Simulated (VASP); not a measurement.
# AlN (P1) in VASP: single point with PBE

Aim: the single point of AlN with PBE.

All numbers are computed with VASP 6.6.1; they aren't measurements. Logs are shortened: lines on timing, memory, paths and dates and some standing lists are left out, and cuts for length are marked.

### 1 The cell of the first run

The typed cell holds 4 atoms: a = 3.130 Å, b = 3.130 Å, c = 5.018 Å, α = 90.00°, β = 90.00°, γ = 120.00°.

### 2 Single point, PBE (atom 3 (N) moved +0.175 Å along Cartesian [1 1 1])

INCAR reads:

```
SYSTEM = AlN
ALGO = Normal ; EDIFF = 1E-7
ENCUT = 520 ; GGA = PE
ISIF = 2 ; ISMEAR = 0
LASPH = .True. ; LCHARG = .True.
LELF = .True. ; LREAL = .False.
LVHAR = .True. ; LWAVE = .False.
NBANDS = 16 ; NELM = 60
PREC = Accurate ; SIGMA = 0.05
```

KPOINTS reads:

```
k-points
0
Gamma
  12 12 6
  0 0 0
```

POSCAR reads:

```
AlN
1.0
    3.1302395629      0.0000000000      0.0000000000
   -1.5651197815      2.7108669814      0.0000000000
    0.0000000000      0.0000000000      5.0179796548
Al N
2 2
Direct
    0.3333333333      0.6666666667      0.0017287175
    0.6666666667      0.3333333333      0.5017287175
    0.3842462514      0.7039375095      0.4034061384
    0.6666666667      0.3333333333      0.8832712825
```

Potentials or basis: VASP PAW PBE potentials, release 64 (Al, N).

Command:

```
$ cat potpaw_PBE.64/Al/POTCAR potpaw_PBE.64/N/POTCAR > POTCAR
$ mpirun -np 1 vasp_std > vasp.out
```

OUTCAR:

```text
SYSTEM = AlN
   EDIFF = 1E-7
   ENCUT = 520
   GGA = PE
   ISIF = 2
   ISMEAR = 0
   LASPH = .True.
   LREAL = .False.
   NELM = 60
   PREC = Accurate

 ion  position               nearest neighbor table
   1  0.333  0.667  0.002-   4 1.90   4 1.90   4 1.90   3 2.02   2 3.09   2 3.09   2 3.09   2 3.09
                             2 3.09   2 3.09
   2  0.667  0.333  0.502-   3 1.78   3 1.84   4 1.91   3 2.01   1 3.09   1 3.09   1 3.09   1 3.09
                             1 3.09   1 3.09
   3  0.384  0.704  0.403-   2 1.78   2 1.84   2 2.01   1 2.02
   4  0.667  0.333  0.883-   1 1.90   1 1.90   1 1.90   2 1.91

  LATTYP: Found a hexagonal cell.
 ALAT       =     3.1302395629
 C/A-ratio  =     1.6030656932

  Lattice vectors:

 A1 = (   3.1302395629,   0.0000000000,   0.0000000000)
 A2 = (  -1.5651197815,   2.7108669814,   0.0000000000)
 A3 = (   0.0000000000,   0.0000000000,   5.0179796548)

Analysis of symmetry for initial positions (statically):
=====================================================================
 Subroutine PRICEL returns:
 Original cell was already a primitive cell.

 Routine SETGRP: Setting up the symmetry group for a
 hexagonal supercell.

 Subroutine GETGRP returns: Found  1 space group operations
 (whereof  1 operations were pure point group operations)
 out of a pool of 24 trial point group operations.

The static configuration has the point symmetry C_1 .

Analysis of symmetry for dynamics (positions and initial velocities):
=====================================================================
 Subroutine PRICEL returns:
 Original cell was already a primitive cell.

 Routine SETGRP: Setting up the symmetry group for a
 hexagonal supercell.

 Subroutine GETGRP returns: Found  1 space group operations
 (whereof  1 operations were pure point group operations)
 out of a pool of 24 trial point group operations.

The dynamic configuration has the point symmetry C_1 .

 Subroutine INISYM returns: Found  1 space group operations
 (whereof  1 operations are pure point group operations),
 and found     1 'primitive' translations

----------------------------------------------------------------------------------------

                                     Primitive cell

  volume of cell :      42.5809

  direct lattice vectors                    reciprocal lattice vectors
     3.130239563  0.000000000  0.000000000     0.319464367  0.184442838  0.000000000
    -1.565119781  2.710866981  0.000000000     0.000000000  0.368885676  0.000000000
     0.000000000  0.000000000  5.017979655     0.000000000  0.000000000  0.199283391

  length of vectors
     3.130239563  3.130239563  5.017979655     0.368885676  0.368885676  0.199283391

  position of ions in fractional coordinates (direct lattice)
     0.333333333  0.666666667  0.001728718
     0.666666667  0.333333333  0.501728718
     0.384246251  0.703937510  0.403406138
     0.666666667  0.333333333  0.883271282

  ion indices of the primitive-cell ions
   primitive index   ion index
                 1           1
                 2           2
                 3           3
                 4           4

----------------------------------------------------------------------------------------

 KPOINTS: k-points

Automatic generation of k-mesh.
 Grid dimensions read from file:
 generate k-points for:   12   12    6

 Generating k-lattice:

  Cartesian coordinates                     Fractional coordinates (reciprocal lattice)
     0.026622031  0.015370237  0.000000000     0.083333333 -0.000000000  0.000000000
     0.000000000  0.030740473  0.000000000     0.000000000  0.083333333  0.000000000
     0.000000000  0.000000000  0.033213898     0.000000000  0.000000000  0.166666667

  Length of vectors
     0.030740473  0.030740473  0.033213898

  Shift w.r.t. Gamma in fractional coordinates (k-lattice)
     0.000000000  0.000000000  0.000000000

 Subroutine IBZKPT returns following result:
 ===========================================

 Found    436 irreducible k-points:

 Following reciprocal coordinates:
            Coordinates               Weight
  0.000000  0.000000  0.000000      1.000000
  0.083333  0.000000  0.000000      2.000000
  0.000000  0.083333  0.000000      2.000000
 -0.083333  0.083333  0.000000      2.000000
  0.166667  0.000000  0.000000      2.000000
  0.000000  0.166667  0.000000      2.000000
[... 16 lines left out ...]
  0.166667  0.083333  0.000000      2.000000
 -0.083333  0.250000  0.000000      2.000000
 [... further k-points ...]
   k-points           NKPTS =    436   k-points in BZ     NKDIM =    436   number of bands    NBANDS=     16
   number of dos      NEDOS =    301   number of ions     NIONS =      4
   total plane-waves  NPLWV =  23040
   dimension x,y,z NGX =    24 NGY =   24 NGZ =   40
   dimension x,y,z NGXF=    48 NGYF=   48 NGZF=   80
   ions per type =               2   2
   NGX,Y,Z   is equivalent  to a cutoff of  12.75, 12.75, 13.25 a.u.
   NGXF,Y,Z  is equivalent  to a cutoff of  25.49, 25.49, 26.50 a.u.
 SYSTEM =  AlN
   PREC   = accura    normal or accurate (medium, high low for compatibility)
   ISTART =      0    job   : 0-new  1-cont  2-samecut
   ICHARG =      2    charge: 1-file 2-atom 10-const
   ISPIN  =      1    spin polarized calculation?
   LNONCOLLINEAR =      F non collinear calculations
   LSORBIT =      F    spin-orbit coupling
   LASPH  =      T    aspherical Exc in radial PAW
   ENCUT  =  520.0 eV  38.22 Ry    6.18 a.u.   5.82  5.82  9.33*2*pi/ulx,y,z
   NELM   =     60;   NELMIN=  2; NELMDL= -5     # of ELM steps
   EDIFF  = 0.1E-06   stopping-criterion for ELM
   LREAL  =      F    real-space projection
   EDIFFG = 0.1E-05   stopping-criterion for IOM
   NSW    =      0    number of steps for IOM
   IBRION =     -1    ionic relax: 0-MD 1-quasi-New 2-CG
   NFREE  =      0    steps in history (QN), initial steepest desc. (CG)
   ISIF   =      2    stress and relaxation
   ISYM   =      2    0-nonsym 1-usesym 2-fastsym
   POTIM  = 0.5000    time-step for ionic-motion
   TEBEG  =    0.0;   TEEND  =   0.0 temperature during run
   PSTRESS=    0.0 pullay stress
   NELECT =      16.0000    total number of electrons
   NUPDOWN=      -1.0000    fix difference up-down
   EMIN   =  10.00;   EMAX   =-10.00  energy-range for DOS
   EFERMI =   0.00;   METHOD = LEGACY
   ISMEAR =     0;   SIGMA  =   0.05  broadening in eV -4-tet -1-fermi 0-gaus
   EFERMI_NEDOS =   21; number of points for ismear=-14 and -15
   IALGO  =     38    algorithm
   IMIX   =      4    mixing-type and parameters
     AMIX     =   0.40;   BMIX     =  1.00
     AMIX_MAG =   1.60;   BMIX_MAG =  1.00
  volume/ion in A,a.u.               =      10.65        71.84
  Fermi-wavevector in a.u.,A,eV,Ry     =   1.181345  2.232418 18.987951  1.395575
  Thomas-Fermi vector in A             =   2.317620
   LORBIT       =      0    0 simple, 1 ext, 2 COOP (PROOUT), +10 PAW based schemes
   GGA     = PE    functional components
   LHFCALC =     F    Hartree Fock is set to
   AEXX    =    0.0000 exact exchange contribution
   IVDW    =     0    specifies the selected vdW correction
   LEPSILON=     F    determine dielectric tensor
   LRPA    =     F    only Hartree local field effects (RPA)
 non-spin polarized calculation
 Gauss-broadening in eV      SIGMA  =   0.05
  energy-cutoff  :      520.00
  volume of cell :       42.58
 maximum number of plane-waves:      1170
   NGX = 11   NGY = 11   NGZ = 19

 number of electron      15.9999999 magnetization

 Free energy of the ion-electron system (eV)
  ---------------------------------------------------
  ext. energy  EPLUGINS =         0.00000000
  ---------------------------------------------------
  free energy    TOTEN  =       -29.52806433 eV

  energy without entropy =      -29.52806433  energy(sigma->0) =      -29.52806433

 E-fermi :   6.3388     XC(G=0): -10.8267

 val. band max:        6.1468857329   @ k =   0.0000   0.0000   0.0000
 cond. band min:       9.9481848067   @ k =   0.0000   0.0000   0.0000
 fundamental gap:      3.8012990738
 Fermi energy:         6.3388462642

 k-point     1 :       0.0000    0.0000    0.0000
  band No.  band energies     occupation
      1      -9.1146      2.00000
      2      -7.0276      2.00000
      3       0.1106      2.00000
      4       4.7774      2.00000
      5       5.2445      2.00000
      6       5.6849      2.00000
[... 8 lines left out ...]
     15      19.0036      0.00000
     16      19.2727      0.00000

 k-point     2 :       0.0833    0.0000    0.0000
  band No.  band energies     occupation
      1      -9.0290      2.00000
      2      -6.9770      2.00000
      3       0.2129      2.00000
      4       4.6644      2.00000
      5       4.8028      2.00000
      6       5.3748      2.00000
[... 8 lines left out ...]
     15      19.0153      0.00000
     16      19.2400      0.00000

 k-point     3 :       0.0000    0.0833    0.0000
  band No.  band energies     occupation
      1      -9.0272      2.00000
      2      -6.9790      2.00000
      3       0.2156      2.00000
      4       4.4384      2.00000
      5       5.0803      2.00000
      6       5.2840      2.00000
[... 8 lines left out ...]
     15      18.7708      0.00000
     16      19.2528      0.00000

 k-point     4 :      -0.0833    0.0833    0.0000
  band No.  band energies     occupation
      1      -9.0276      2.00000
      2      -6.9785      2.00000
      3       0.2150      2.00000
      4       4.4666      2.00000
      5       5.0398      2.00000
      6       5.3144      2.00000
[... 8 lines left out ...]
     15      18.8753      0.00000
     16      19.1820      0.00000
[... 324 lines left out ...]
 k-point    22 :      -0.1667    0.0833    0.0000
  band No.  band energies     occupation
      1      -8.8607      2.00000
      2      -6.8831      2.00000
      3       0.4164      2.00000
      4       4.1327      2.00000
      5       4.2671      2.00000
      6       5.0021      2.00000
[... 8 lines left out ...]
     15      18.2429      0.00000
     16      19.4068      0.00000

 k-point    23 :       0.1667    0.0833    0.0000
  band No.  band energies     occupation
      1      -8.5412      2.00000
      2      -6.7209      2.00000
      3       0.8097      2.00000
      4       3.0723      2.00000
      5       3.6184      2.00000
      6       4.5627      2.00000
[... 8 lines left out ...]
     15      18.5056      0.00000
     16      19.0280      0.00000

 k-point    24 :      -0.0833    0.2500    0.0000
  band No.  band energies     occupation
      1      -8.5267      2.00000
      2      -6.7373      2.00000
      3       0.8320      2.00000
      4       2.9740      2.00000
      5       3.5934      2.00000
      6       4.6576      2.00000
[... 8 lines left out ...]
     15      18.0326      0.00000
     16      19.0939      0.00000

 [... further k-points ...]

------------------------ aborting loop because EDIFF is reached ----------------------------------------

  FORCE on cell =-STRESS in cart. coord.  units (eV):
  Direction    XX          YY          ZZ          XY          YZ          ZX
  --------------------------------------------------------------------------------------
  -------------------------------------------------------------------------------------
  Total       -0.3282554      2.3108609     -0.7282717     -1.1259623      0.5087867      0.2160438
  in kB      -12.3511593     86.9500235    -27.4024476    -42.3662220     19.1439537      8.1290108
  external PRESSURE =      15.7321389 kB  Pullay stress =       0.0000000 kB

 VOLUME and BASIS-vectors are now :
 -----------------------------------------------------------------------------
  energy-cutoff  :      520.00
  volume of cell :       42.58
      direct lattice vectors                 reciprocal lattice vectors
     3.130239563  0.000000000  0.000000000     0.319464367  0.184442838  0.000000000
    -1.565119781  2.710866981  0.000000000     0.000000000  0.368885676  0.000000000
     0.000000000  0.000000000  5.017979655     0.000000000  0.000000000  0.199283391

 POSITION                                       TOTAL-FORCE (eV/Angst)
 -----------------------------------------------------------------------------------
     -0.00000      1.80724      0.00867         0.176103      0.176612      0.353278
      1.56512      0.90362      2.51766         1.026662      1.636588      0.830152
      0.10104      1.90828      2.02428        -1.260582     -1.889293     -1.873275
      1.56512      0.90362      4.43224         0.057817      0.076093      0.689845
 -----------------------------------------------------------------------------------
    total drift:                               -0.000042      0.000001      0.000541

  FREE ENERGIE OF THE ION-ELECTRON SYSTEM (eV)
  ---------------------------------------------------
  free  energy   TOTEN  =       -29.5280643325 eV

  energy  without entropy=      -29.5280643325  energy(sigma->0) =      -29.52806433
```

Wall time 3.2 min (1 thread of AMD EPYC 7R13 (Zen 3), shared host); peak memory 0.32 GiB.

What came out:

```
Free energy            : -29.5281 eV
Pressure               : 1.6 GPa
Largest force          : 2.944 eV/Å
Band gap on the k mesh : 3.80 eV
```

Forces in eV/Å, atoms in the order of the input:
```
Al   0.176  0.177  0.353
Al   1.027  1.637  0.830
N   -1.261 -1.889 -1.873
N    0.058  0.076  0.690
```

Caveat: the cell differs from its parent crystal (atom 3 (N) moved +0.175 Å along Cartesian [1 1 1]); the stress differs along the axes, from -3 to 9 GPa; forces of over 1 eV/Å act on the atoms, so gaps and moduli don't describe the material at rest. A k mesh can miss the band edges.
